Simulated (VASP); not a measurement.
# HfC (WC type) (P-6m2) in VASP: notebook, part 2 of 2

VASP 6.6.1. Earlier steps stand in the parts before.

### 3 Relaxation of cell and atoms, PBE, target pressure 94 GPa, at which the enthalpy is minimised

This run uses another cell than the first one, of 9.97 Å³/atom.

File INCAR:

```
PREC = Accurate
ENCUT = 600
EDIFF = 1E-6
ISMEAR = -1
SIGMA = 0.1
LREAL = False
LASPH = True
NELM = 100
ALGO = Normal
ISIF = 3
LWAVE = False
LCHARG = False
GGA = PE
IBRION = 2
NSW = 32
EDIFFG = -0.005
PSTRESS = 940.0
```

File KPOINTS:

```
Automatic mesh
0
Gamma
  16 16 14
```

File POSCAR:

```
HfC
1.0
    2.9095361993      0.0000000000      0.0000000000
   -1.4547680996      2.5197322618      0.0000000000
    0.0000000000      0.0000000000      2.7196385526
Hf C
1 1
Direct
    0.0000000000      0.0000000000      0.0000000000
    0.3333333333      0.6666666667      0.5000000000
```

Potentials or basis: VASP PAW PBE potentials, release 64 (Hf_pv, C).

Command:

```
> cat potpaw_PBE.64/Hf_pv/POTCAR potpaw_PBE.64/C/POTCAR > POTCAR
> mpirun -np 1 vasp_std > vasp.out
```

OUTCAR:

```text
PREC = Accurate
   ENCUT = 600
   EDIFF = 1E-6
   ISMEAR = -1
   LREAL = False
   LASPH = True
   NELM = 100
   ISIF = 3
   GGA = PE
   IBRION = 2
   NSW = 32
   EDIFFG = -0.005
   PSTRESS = 940.0

 ion  position               nearest neighbor table
   1  0.000  0.000  0.000-   2 2.16   2 2.16   2 2.16   2 2.16   2 2.16   2 2.16
   2  0.333  0.667  0.500-   1 2.16   1 2.16   1 2.16   1 2.16   1 2.16   1 2.16

  LATTYP: Found a hexagonal cell.
 ALAT       =     2.9095361993
 C/A-ratio  =     0.9347326743

  Lattice vectors:

 A1 = (   2.9095361993,   0.0000000000,   0.0000000000)
 A2 = (  -1.4547680996,   2.5197322618,   0.0000000000)
 A3 = (   0.0000000000,   0.0000000000,   2.7196385526)

Analysis of symmetry for initial positions (statically):
=====================================================================
 Subroutine PRICEL returns:
 Original cell was already a primitive cell.

 Routine SETGRP: Setting up the symmetry group for a
 hexagonal supercell.

 Subroutine GETGRP returns: Found 12 space group operations
 (whereof 12 operations were pure point group operations)
 out of a pool of 24 trial point group operations.

The static configuration has the point symmetry D_3h.

Analysis of symmetry for dynamics (positions and initial velocities):
=====================================================================
 Subroutine PRICEL returns:
 Original cell was already a primitive cell.

 Routine SETGRP: Setting up the symmetry group for a
 hexagonal supercell.

 Subroutine GETGRP returns: Found 12 space group operations
 (whereof 12 operations were pure point group operations)
 out of a pool of 24 trial point group operations.

The dynamic configuration has the point symmetry D_3h.

 Subroutine INISYM returns: Found 12 space group operations
 (whereof 12 operations are pure point group operations),
 and found     1 'primitive' translations

----------------------------------------------------------------------------------------

                                     Primitive cell

  volume of cell :      19.9384

  direct lattice vectors                    reciprocal lattice vectors
     2.909536199  0.000000000  0.000000000     0.343697391  0.198433781  0.000000000
    -1.454768100  2.519732262  0.000000000     0.000000000  0.396867562  0.000000000
     0.000000000  0.000000000  2.719638553     0.000000000  0.000000000  0.367695920

  length of vectors
     2.909536199  2.909536199  2.719638553     0.396867562  0.396867562  0.367695920

  position of ions in fractional coordinates (direct lattice)
     0.000000000  0.000000000  0.000000000
     0.333333333  0.666666667  0.500000000

  ion indices of the primitive-cell ions
   primitive index   ion index
                 1           1
                 2           2

----------------------------------------------------------------------------------------

 KPOINTS: Automatic mesh

Automatic generation of k-mesh.
 Grid dimensions read from file:
 generate k-points for:   16   16   14
[... 48 lines left out ...]
   total plane-waves  NPLWV =  13824
   dimension x,y,z NGX =    24 NGY =   24 NGZ =   24
   dimension x,y,z NGXF=    48 NGYF=   48 NGZF=   48
   ions per type =               1   1
   NGX,Y,Z   is equivalent  to a cutoff of  13.71, 13.71, 14.67 a.u.
   NGXF,Y,Z  is equivalent  to a cutoff of  27.43, 27.43, 29.34 a.u.
 SYSTEM =  unknown system
   PREC   = accura    normal or accurate (medium, high low for compatibility)
   ISTART =      0    job   : 0-new  1-cont  2-samecut
   ICHARG =      2    charge: 1-file 2-atom 10-const
   ISPIN  =      1    spin polarized calculation?
   LNONCOLLINEAR =      F non collinear calculations
   LSORBIT =      F    spin-orbit coupling
   LASPH  =      T    aspherical Exc in radial PAW
   ENCUT  =  600.0 eV  44.10 Ry    6.64 a.u.   5.81  5.81  5.43*2*pi/ulx,y,z
   NELM   =    100;   NELMIN=  2; NELMDL= -5     # of ELM steps
   EDIFF  = 0.1E-05   stopping-criterion for ELM
   LREAL  =      F    real-space projection
   EDIFFG = -.5E-02   stopping-criterion for IOM
   NSW    =     32    number of steps for IOM
   IBRION =      2    ionic relax: 0-MD 1-quasi-New 2-CG
   NFREE  =      1    steps in history (QN), initial steepest desc. (CG)
   ISIF   =      3    stress and relaxation
   ISYM   =      2    0-nonsym 1-usesym 2-fastsym
   POTIM  = 0.5000    time-step for ionic-motion
   TEBEG  =    0.0;   TEEND  =   0.0 temperature during run
   PSTRESS=  940.0 pullay stress
   NELECT =      14.0000    total number of electrons
   NUPDOWN=      -1.0000    fix difference up-down
   EMIN   =  10.00;   EMAX   =-10.00  energy-range for DOS
   EFERMI =   0.00;   METHOD = LEGACY
   ISMEAR =    -1;   SIGMA  =   0.10  broadening in eV -4-tet -1-fermi 0-gaus
   EFERMI_NEDOS =   21; number of points for ismear=-14 and -15
   IALGO  =     38    algorithm
   IMIX   =      4    mixing-type and parameters
     AMIX     =   0.40;   BMIX     =  1.00
     AMIX_MAG =   1.60;   BMIX_MAG =  1.00
  volume/ion in A,a.u.               =       9.97        67.28
  Fermi-wavevector in a.u.,A,eV,Ry     =   1.455083  2.749708 28.807155  2.117266
  Thomas-Fermi vector in A             =   2.572159
   LORBIT       =      0    0 simple, 1 ext, 2 COOP (PROOUT), +10 PAW based schemes
   GGA     = PE    functional components
   LHFCALC =     F    Hartree Fock is set to
   AEXX    =    0.0000 exact exchange contribution
   IVDW    =     0    specifies the selected vdW correction
   LEPSILON=     F    determine dielectric tensor
   LRPA    =     F    only Hartree local field effects (RPA)
 conjugate gradient relaxation of ions
 non-spin polarized calculation
  energy-cutoff  :      600.00
  volume of cell :       19.94
 maximum number of plane-waves:       681
 NGX is ok and might be reduce to    24
   NGX = 11   NGY = 11   NGZ = 11

--------------------------------------- Ionic step        1  -------------------------------------------

 number of electron      14.0000002 magnetization

 Free energy of the ion-electron system (eV)
  ---------------------------------------------------
  ext. energy  EPLUGINS =         0.00000000
  ---------------------------------------------------
  free energy    TOTEN  =       -18.01838045 eV

  energy without entropy =      -18.00591994  energy(sigma->0) =      -18.01215019

------------------------ aborting loop because EDIFF is reached ----------------------------------------

  FORCE on cell =-STRESS in cart. coord.  units (eV):
  Direction    XX          YY          ZZ          XY          YZ          ZX
  --------------------------------------------------------------------------------------
  -------------------------------------------------------------------------------------
  Total       11.7146618     11.7146618     11.5452887      0.0000000      0.0000000      0.0000000
  in kB      941.3496974    941.3496974    927.7394585      0.0000000      0.0000000      0.0000000
  external PRESSURE =      -3.1870489 kB  Pullay stress =     940.0000000 kB
[... 139 lines left out ...]
--------------------------------------- Ionic step        5  -------------------------------------------

 number of electron      14.0000002 magnetization

 Free energy of the ion-electron system (eV)
  ---------------------------------------------------
  ext. energy  EPLUGINS =         0.00000000
  ---------------------------------------------------
  free energy    TOTEN  =       -18.01417847 eV

  energy without entropy =      -18.00175574  energy(sigma->0) =      -18.00796710

 E-fermi :   7.8436     XC(G=0): -13.4226

 val. band max:        7.8278022854   @ k =   0.3750   0.1875   0.5000
 cond. band min:       7.9138434524   @ k =   0.1875   0.1875   0.0000
 fundamental gap:      0.0860411670
 Fermi energy:         7.8436057956

 k-point     1 :       0.0000    0.0000    0.0000
  band No.  band energies     occupation
      1     -20.7610      2.00000
      2     -20.7610      2.00000
      3     -20.4362      2.00000
      4      -5.4402      2.00000
      5       5.8035      2.00000
      6       5.8067      2.00000
      7       5.8067      2.00000
      8       9.8055      0.00000
      9      14.9605      0.00000
     10      16.0287      0.00000
     11      16.0287      0.00000
[... 309 lines left out ...]
 k-point    24 :       0.2500    0.1875    0.0000
  band No.  band energies     occupation
      1     -22.0984      2.00000
      2     -21.3191      2.00000
      3     -20.2230      2.00000
      4      -2.2017      2.00000
      5       2.8685      2.00000
      6       6.4642      2.00000
      7       6.8843      1.99986
      8       8.5961      0.00108
      9      13.2219      0.00000
     10      13.6628      0.00000
     11      16.8944      0.00000

 [... further k-points ...]

------------------------ aborting loop because EDIFF is reached ----------------------------------------

  FORCE on cell =-STRESS in cart. coord.  units (eV):
  Direction    XX          YY          ZZ          XY          YZ          ZX
  --------------------------------------------------------------------------------------
  -------------------------------------------------------------------------------------
  Total       11.6902472     11.6902472     11.6952936      0.0000000     -0.0000000     -0.0000000
  in kB      939.7354836    939.7354836    940.1411407      0.0000000     -0.0000000     -0.0000000
  external PRESSURE =      -0.1292974 kB  Pullay stress =     940.0000000 kB
[... 21 lines left out ...]
  energy  without entropy=      -18.0017557429  energy(sigma->0) =      -18.00796710

  enthalpy is  TOTEN    =        -6.3206406526 eV   P V=       11.6935378130

 reached required accuracy - stopping structural energy minimisation
```

OSZICAR:

```text
N       E                     dE             d eps       ncg     rms          rms(c)
DAV:   1     0.333310707384E+02    0.33331E+02   -0.86933E+03  5280   0.141E+03
DAV:   2    -0.199303225030E+02   -0.53261E+02   -0.50454E+02  7074   0.244E+02
DAV:   3    -0.216773692674E+02   -0.17470E+01   -0.17383E+01  6504   0.337E+01
DAV:   4    -0.216891356902E+02   -0.11766E-01   -0.11761E-01  6158   0.311E+00
[... 32 lines left out ...]
       N       E                     dE             d eps       ncg     rms          rms(c)
DAV:   1    -0.180142832469E+02    0.14132E-01   -0.50865E-03  5349   0.672E-01    0.159E-01
DAV:   2    -0.180142076717E+02    0.75575E-04   -0.15818E-04  6096   0.113E-01    0.612E-02
DAV:   3    -0.180141788656E+02    0.28806E-04   -0.58851E-05  5976   0.655E-02    0.446E-02
DAV:   4    -0.180141784656E+02    0.39997E-06   -0.28140E-06  6241   0.153E-02
   5 F= -.63206407E+01 E0= -.63144293E+01  d E =-.202435E-04
```

CONTCAR:

```text
HfC
   1.00000000000000
     2.9112391874567249    0.0000000000134295    0.0000000000000000
    -1.4556195936667029    2.5212070927880692    0.0000000000000000
    -0.0000000000000000    0.0000000000000000    2.7154527129748671
  Hf              C
     1     1
Direct
     0.0000000000000000    0.0000000000000000    0.0000000000000000
     0.3333333332999970    0.6666666667000030    0.5000000000000000

  0.00000000E+00  0.00000000E+00  0.00000000E+00
  0.00000000E+00  0.00000000E+00  0.00000000E+00
```

Wall time 90 s (1 thread of Intel Xeon Platinum 8488C (Sapphire Rapids), shared host); peak memory 0.21 GiB.

Results:

```
Free energy                                                : -18.0142 eV
Relaxed volume                                             : 9.97 Å³/atom
Relaxed cell                                               : a = 2.911 Å, b = 2.911 Å, c = 2.715 Å, α = 90.00°, β = 90.00°, γ = 120.00°
Space group after relaxing (to 0.1 Å)                      : P-6m2 (No. 187)
Energy change on relaxing (the run minimises the enthalpy) : +2.1 meV/atom
Ionic steps                                                : 5
Pressure after relaxing                                    : 94.0 GPa
Band gap on the k mesh                                     : zero (bands 7 and 8 overlap by 0.97 eV)
```

The path:
```tsv
step	energy change (eV)	largest force (eV/Å)	pressure (GPa)	volume (Å³)
1	0.0000	0.0000	93.68	19.94
2	0.0338	0.0000	95.42	19.88
3	0.0121	0.0000	94.33	19.92
4	-0.0100	0.0000	93.45	19.96
5	0.0042	0.0000	93.99	19.93
```

Final structure:
```
Hf C
1.0
     2.91124    0.00000    0.00000
    -1.45562    2.52121    0.00000
     0.00000    0.00000    2.71545
Hf C
1 1
Direct
  0.00000 0.00000 0.00000
  0.33333 0.66667 0.50000
```

Caveat: the cell is relaxed towards a set pressure, so the run minimises the enthalpy, not the energy; spin-orbit coupling is left out, which moves the levels of the heavy elements.

The gap in the log of VASP goes by the Fermi energy; the results here count the filled bands.